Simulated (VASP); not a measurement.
Input of a VASP 6.6.1 run:

INCAR

```
ALGO = Normal ; DIPOL = 0.5 0.5 0.358
EDIFF = 1E-6 ; ENCUT = 520
GGA = CA ; IDIPOL = 3
ISIF = 2 ; ISMEAR = 0
LASPH = True ; LCHARG = False
LDIPOL = True ; LREAL = False
LWAVE = False ; NBANDS = 16
NELM = 80 ; PREC = Accurate
SIGMA = 0.1
```

KPOINTS

```
k-points
0
Gamma
  12 12 1
```

The input POSCAR:

```
Al3O
1.0
    2.8168432364      0.0000000000      0.0000000000
   -1.4084216182      2.4394578012      0.0000000000
    0.0000000000      0.0000000000     20.0321727773
Al O
3 1
Direct
    0.6666666666      0.3333333333      0.1996787889
    0.3333333334      0.6666666667      0.3128097090
    0.0000000000      0.0000000000      0.4259234818
    0.1666666666      0.3333333333      0.4945543159
```

Potentials or basis: VASP PAW LDA potentials, release 64 (Al, O).

The run is started by

```bash
$ cat potpaw_LDA.64/Al/POTCAR potpaw_LDA.64/O/POTCAR > POTCAR
$ mpirun -np 1 vasp_std > vasp.out
```

(1) What does it give for the largest force?

(2) Estimate the band gap on the k mesh.

Results:

(1) 3.626 eV/Å.

(2) zero (an odd number of electrons rules out a gap without spin polarisation).
